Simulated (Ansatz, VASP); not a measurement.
# One calculation of TaBi2O5, two programs

```
Ta Bi O
1.0
    -1.93089    1.93089    8.59775
     1.93089   -1.93089    8.59775
     1.93089    1.93089   -8.59775
Ta Bi O
1 2 5
Direct
  0.00886 0.00886 0.00000
  0.34297 0.34297 0.00000
  0.69090 0.69090 0.00000
  0.11452 0.11452 0.00000
  0.98230 0.48230 0.50000
  0.48230 0.98230 0.50000
  0.26157 0.76157 0.50000
  0.76157 0.26157 0.50000
```

Alike in both runs: functional PBE; k mesh 4 × 4 × 4; occupations gaussian, width 0.15 eV; no spin polarisation.

Ansatz relaxed the structure, and its values are those at the end. VASP's run is a single point on that final structure, the one shown.

```csv
,VASP,Ansatz
version,VASP 6.6.1,Ansatz 0.2.0
potentials or method,"VASP PAW PBE potentials, release 64 (Ta_pv, Bi_d, O), cutoff 520 eV","scalar-relativistic, plane waves, PAW"
valence electrons in the cell,71,73
```

```tsv
	VASP	Ansatz	Ansatz less VASP
gap on the k mesh at the Fermi level (eV)	none	none	-
pressure (GPa)	0.4	0.0	-0.40
rms of the force components (eV/Å)	0.082	0.013	-0.0690
```

A gap of «none» marks a metal or a gap that the smearing closes. With one functional, cell and mesh, what is left measures potentials, basis and numerics. VASP's potentials hold 71 valence electrons a cell and Ansatz's 73, so a difference there can come from the potentials and not from the codes.

The k mesh is coarse, so the values compare programs but aren't converged. Neither program's run includes spin-orbit coupling.
